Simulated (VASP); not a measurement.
# Ba (Pm-3m) in VASP: notebook

The runs below take Ba through single point, relaxation of cell and atoms, with PBEsol+D3(BJ), LDA, PBEsol.

Everything below comes from runs of VASP 6.6.1. Logs are shortened: lines on timing, memory, paths and dates and some standing lists are left out, and cuts for length are marked.

## 1. The cell of the first run

The structure is cubic, space group Pm-3m (No. 221). Conventional cell: a = 3.692 Å, b = 3.692 Å, c = 3.692 Å, α = 90.00°, β = 90.00°, γ = 90.00°. Ba (site symmetry m-3m) has 6 Ba at 3.69 Å within 4.8 Å.

## 2. Single point, PBEsol+D3(BJ)

Input file INCAR:

```
  PREC = Accurate
  ENCUT = 520
  EDIFF = 1E-6
  ISMEAR = -1
  SIGMA = 0.05
  LREAL = False
  LASPH = True
  NELM = 100
  ALGO = Normal
  ISIF = 2
  LWAVE = False
  LCHARG = False
  GGA = PS
  IVDW = 12
  NBANDS = 11
```

Input file KPOINTS:

```
Automatic mesh
0
Gamma
  7 7 7
  0.5 0.5 0.5
```

Input file POSCAR:

```
Ba
1.0
    3.6922435134      0.0000000000      0.0000000000
    0.0000000000      3.6922435134      0.0000000000
    0.0000000000      0.0000000000      3.6922435134
Ba
1
Direct
    0.0000000000      0.0000000000      0.0000000000
```

Potentials or basis: VASP PAW PBE potentials, release 64 (Ba_sv).

On the command line:

```bash
cat potpaw_PBE.64/Ba_sv/POTCAR > POTCAR
mpirun -np 1 vasp_std > vasp.out
```

OUTCAR:

```text
PREC = Accurate
   ENCUT = 520
   EDIFF = 1E-6
   ISMEAR = -1
   LREAL = False
   LASPH = True
   NELM = 100
   ISIF = 2
   GGA = PS
   IVDW = 12
 IVDW          = 12

 ion  position               nearest neighbor table
   1  0.000  0.000  0.000-

  LATTYP: Found a simple cubic cell.
 ALAT       =     3.6922435134

  Lattice vectors:

 A1 = (   3.6922435134,   0.0000000000,   0.0000000000)
 A2 = (   0.0000000000,   3.6922435134,   0.0000000000)
 A3 = (   0.0000000000,   0.0000000000,   3.6922435134)

Analysis of symmetry for initial positions (statically):
=====================================================================
 Subroutine PRICEL returns:
 Original cell was already a primitive cell.

 Routine SETGRP: Setting up the symmetry group for a
 simple cubic supercell.

 Subroutine GETGRP returns: Found 48 space group operations
 (whereof 48 operations were pure point group operations)
 out of a pool of 48 trial point group operations.

The static configuration has the point symmetry O_h .

Analysis of symmetry for dynamics (positions and initial velocities):
=====================================================================
 Subroutine PRICEL returns:
 Original cell was already a primitive cell.

 Routine SETGRP: Setting up the symmetry group for a
 simple cubic supercell.

 Subroutine GETGRP returns: Found 48 space group operations
 (whereof 48 operations were pure point group operations)
 out of a pool of 48 trial point group operations.

The dynamic configuration has the point symmetry O_h .

 Subroutine INISYM returns: Found 48 space group operations
 (whereof 48 operations are pure point group operations),
 and found     1 'primitive' translations

----------------------------------------------------------------------------------------

                                     Primitive cell

  volume of cell :      50.3351

  direct lattice vectors                    reciprocal lattice vectors
     3.692243513  0.000000000  0.000000000     0.270838041  0.000000000  0.000000000
     0.000000000  3.692243513  0.000000000     0.000000000  0.270838041  0.000000000
     0.000000000  0.000000000  3.692243513     0.000000000  0.000000000  0.270838041

  length of vectors
     3.692243513  3.692243513  3.692243513     0.270838041  0.270838041  0.270838041

  position of ions in fractional coordinates (direct lattice)
     0.000000000  0.000000000  0.000000000

  ion indices of the primitive-cell ions
   primitive index   ion index
                 1           1

----------------------------------------------------------------------------------------

 KPOINTS: Automatic mesh

Automatic generation of k-mesh.
 Grid dimensions read from file:
 generate k-points for:    7    7    7

 Generating k-lattice:

  Cartesian coordinates                     Fractional coordinates (reciprocal lattice)
     0.038691149  0.000000000  0.000000000     0.142857143  0.000000000  0.000000000
     0.000000000  0.038691149  0.000000000     0.000000000  0.142857143  0.000000000
     0.000000000  0.000000000  0.038691149     0.000000000  0.000000000  0.142857143

  Length of vectors
     0.038691149  0.038691149  0.038691149

  Shift w.r.t. Gamma in fractional coordinates (k-lattice)
     0.500000000  0.500000000  0.500000000

 Subroutine IBZKPT returns following result:
 ===========================================

 Found     20 irreducible k-points:

 Following reciprocal coordinates:
            Coordinates               Weight
  0.071429  0.071429  0.071429      8.000000
  0.214286  0.071429  0.071429     24.000000
  0.357143  0.071429  0.071429     24.000000
  0.500000  0.071429  0.071429     12.000000
  0.214286  0.214286  0.071429     24.000000
  0.357143  0.214286  0.071429     48.000000
[... 12 lines left out ...]
  0.500000  0.500000  0.357143      6.000000
  0.500000  0.500000  0.500000      1.000000
   k-points           NKPTS =     20   k-points in BZ     NKDIM =     20   number of bands    NBANDS=     11
   number of dos      NEDOS =    301   number of ions     NIONS =      1
   total plane-waves  NPLWV =  21952
   dimension x,y,z NGX =    28 NGY =   28 NGZ =   28
   dimension x,y,z NGXF=    56 NGYF=   56 NGZF=   56
   ions per type =               1
   NGX,Y,Z   is equivalent  to a cutoff of  12.61, 12.61, 12.61 a.u.
   NGXF,Y,Z  is equivalent  to a cutoff of  25.21, 25.21, 25.21 a.u.
 SYSTEM =  unknown system
   PREC   = accura    normal or accurate (medium, high low for compatibility)
   ISTART =      0    job   : 0-new  1-cont  2-samecut
   ICHARG =      2    charge: 1-file 2-atom 10-const
   ISPIN  =      1    spin polarized calculation?
   LNONCOLLINEAR =      F non collinear calculations
   LSORBIT =      F    spin-orbit coupling
   LASPH  =      T    aspherical Exc in radial PAW
   ENCUT  =  520.0 eV  38.22 Ry    6.18 a.u.   6.87  6.87  6.87*2*pi/ulx,y,z
   NELM   =    100;   NELMIN=  2; NELMDL= -5     # of ELM steps
   EDIFF  = 0.1E-05   stopping-criterion for ELM
   LREAL  =      F    real-space projection
   EDIFFG = 0.1E-04   stopping-criterion for IOM
   NSW    =      0    number of steps for IOM
   IBRION =     -1    ionic relax: 0-MD 1-quasi-New 2-CG
   NFREE  =      0    steps in history (QN), initial steepest desc. (CG)
   ISIF   =      2    stress and relaxation
   ISYM   =      2    0-nonsym 1-usesym 2-fastsym
   POTIM  = 0.5000    time-step for ionic-motion
   TEBEG  =    0.0;   TEEND  =   0.0 temperature during run
   PSTRESS=    0.0 pullay stress
   NELECT =      10.0000    total number of electrons
   NUPDOWN=      -1.0000    fix difference up-down
   EMIN   =  10.00;   EMAX   =-10.00  energy-range for DOS
   EFERMI =   0.00;   METHOD = LEGACY
   ISMEAR =    -1;   SIGMA  =   0.05  broadening in eV -4-tet -1-fermi 0-gaus
   EFERMI_NEDOS =   21; number of points for ismear=-14 and -15
   IALGO  =     38    algorithm
   IMIX   =      4    mixing-type and parameters
     AMIX     =   0.40;   BMIX     =  1.00
     AMIX_MAG =   1.60;   BMIX_MAG =  1.00
  volume/ion in A,a.u.               =      50.34       339.68
  Fermi-wavevector in a.u.,A,eV,Ry     =   0.955252  1.805164 12.415396  0.912506
  Thomas-Fermi vector in A             =   2.084072
   LORBIT       =      0    0 simple, 1 ext, 2 COOP (PROOUT), +10 PAW based schemes
   GGA     = PS    functional components
   LHFCALC =     F    Hartree Fock is set to
   AEXX    =    0.0000 exact exchange contribution
   IVDW    =    12    specifies the selected vdW correction
   LEPSILON=     F    determine dielectric tensor
   LRPA    =     F    only Hartree local field effects (RPA)
 non-spin polarized calculation
  energy-cutoff  :      520.00
  volume of cell :       50.34
 maximum number of plane-waves:      1376
 NGX is ok and might be reduce to    28
   NGX = 13   NGY = 13   NGZ = 13

 number of electron      10.0000000 magnetization

 number of electron       9.9999999 magnetization

 Free energy of the ion-electron system (eV)
  ---------------------------------------------------
  ext. energy  EPLUGINS =         0.00000000
  ---------------------------------------------------
  free energy    TOTEN  =        -1.81739840 eV

  energy without entropy =       -1.80774304  energy(sigma->0) =       -1.81257072

 E-fermi :   2.2602     XC(G=0):  -8.2613

 val. band max:        2.2048264168   @ k =   0.5000   0.2143   0.0714
 cond. band min:       2.3272256680   @ k =   0.0714   0.0714   0.0714
 fundamental gap:      0.1223992511
 Fermi energy:         2.2601896901

 k-point     1 :       0.0714    0.0714    0.0714
  band No.  band energies     occupation
      1     -26.6704      2.00000
      2     -11.3241      2.00000
      3     -11.3090      2.00000
      4     -11.3090      2.00000
      5      -0.0392      2.00000
      6       2.3272      0.41478
      7       2.3272      0.41478
      8       7.4688      0.00000
      9       7.7328      0.00000
     10       7.7328      0.00000
     11      11.2005      0.00000

 k-point     2 :       0.2143    0.0714    0.0714
  band No.  band energies     occupation
      1     -26.6279      2.00000
      2     -11.7674      2.00000
      3     -11.2755      2.00000
      4     -11.2667      2.00000
      5       0.5900      2.00000
      6       2.5382      0.00767
      7       3.1500      0.00000
      8       6.3193      0.00000
      9       6.4022      0.00000
     10       7.8345      0.00000
     11       9.7196      0.00000

 k-point     3 :       0.3571    0.0714    0.0714
  band No.  band energies     occupation
      1     -26.5739      2.00000
      2     -12.2711      2.00000
      3     -11.2210      2.00000
      4     -11.2130      2.00000
      5       1.4171      2.00000
      6       2.8492      0.00002
      7       3.5859      0.00000
      8       5.3438      0.00000
      9       5.8646      0.00000
     10       8.0228      0.00000
     11       9.3803      0.00000

 k-point     4 :       0.5000    0.0714    0.0714
  band No.  band energies     occupation
      1     -26.5495      2.00000
      2     -12.4786      2.00000
      3     -11.1964      2.00000
      4     -11.1887      2.00000
      5       1.9808      1.99254
      6       3.0155      0.00000
      7       3.1949      0.00000
      8       4.9501      0.00000
      9       5.8490      0.00000
     10       8.1147      0.00000
     11      10.2783      0.00000
[... 183 lines left out ...]
 k-point    18 :       0.5000    0.3571    0.3571
  band No.  band energies     occupation
      1     -26.3652      2.00000
      2     -12.1946      2.00000
      3     -11.9786      2.00000
      4     -11.9583      2.00000
      5       1.8497      1.99946
      6       2.3896      0.13974
      7       2.7520      0.00011
      8       7.2024      0.00000
      9       7.6732      0.00000
     10       7.7963      0.00000
     11      10.0729      0.00000

 k-point    19 :       0.5000    0.5000    0.3571
  band No.  band energies     occupation
      1     -26.3422      2.00000
      2     -12.1597      2.00000
      3     -12.1597      2.00000
      4     -11.9362      2.00000
      5       1.7092      1.99997
      6       2.3935      0.12998
      7       2.3935      0.12998
      8       7.1280      0.00000
      9       7.5212      0.00000
     10      10.3259      0.00000
     11      10.4391      0.00000

 k-point    20 :       0.5000    0.5000    0.5000
  band No.  band energies     occupation
      1     -26.3194      2.00000
      2     -12.1257      2.00000
      3     -12.1257      2.00000
      4     -12.1257      2.00000
      5       2.0005      1.98897
      6       2.0005      1.98897
      7       2.0005      1.98897
      8       6.4170      0.00000
      9      10.3754      0.00000
     10      10.3756      0.00000
     11      10.8437      0.00000

------------------------ aborting loop because EDIFF is reached ----------------------------------------

 Edisp (eV)   -0.31647

 E8    (eV) :    -0.2496

  FORCE on cell =-STRESS in cart. coord.  units (eV):
  Direction    XX          YY          ZZ          XY          YZ          ZX
  --------------------------------------------------------------------------------------
  -------------------------------------------------------------------------------------
  Total       0.11150     0.11150     0.11150    -0.00000    -0.00000    -0.00000
  in kB       3.54922     3.54922     3.54922    -0.00000    -0.00000    -0.00000
  external pressure =        3.55 kB  Pullay stress =        0.00 kB

 VOLUME and BASIS-vectors are now :
 -----------------------------------------------------------------------------
  energy-cutoff  :      520.00
  volume of cell :       50.34
      direct lattice vectors                 reciprocal lattice vectors
     3.692243513  0.000000000  0.000000000     0.270838041  0.000000000  0.000000000
     0.000000000  3.692243513  0.000000000     0.000000000  0.270838041  0.000000000
     0.000000000  0.000000000  3.692243513     0.000000000  0.000000000  0.270838041

 POSITION                                       TOTAL-FORCE (eV/Angst)
 -----------------------------------------------------------------------------------
      0.00000      0.00000      0.00000         0.000000      0.000000      0.000000
 -----------------------------------------------------------------------------------
    total drift:                               -0.000000      0.000000     -0.000000

  FREE ENERGIE OF THE ION-ELECTRON SYSTEM (eV)
  ---------------------------------------------------
  free  energy   TOTEN  =        -2.1338710369 eV

  energy  without entropy=       -2.1242156757  energy(sigma->0) =       -2.12904336
```

Run time: 7.4 s. Hardware: 1 thread of Intel Xeon Platinum 8259CL at 2.50GHz (Skylake/Cascade Lake), shared host; peak memory 0.16 GiB.

What came out:

- Free energy: -2.1339 eV
- Pressure: 0.4 GPa
- Band gap on the k mesh: zero (band 5 reaches 2.20 eV, above the bottom of band 6 at 2.00 eV)
- Dispersion energy per atom: -0.316 eV

Levels at points of the mesh, in eV from the Fermi level:
```
           k point  band 2  band 3  band 4  band 5  band 6  band 7  band 8  band 9
(0.50, 0.50, 0.50)  -14.39  -14.39  -14.39   -0.26   -0.26   -0.26    4.16    8.12
```

Caveat: the PAW data sets were made with another functional, which shifts forces and pressure a little; spin-orbit coupling is left out, which moves the levels of the heavy elements; pairwise dispersion overbinds metals, which lowers pressure and volume.

[end of part 1 of 2]
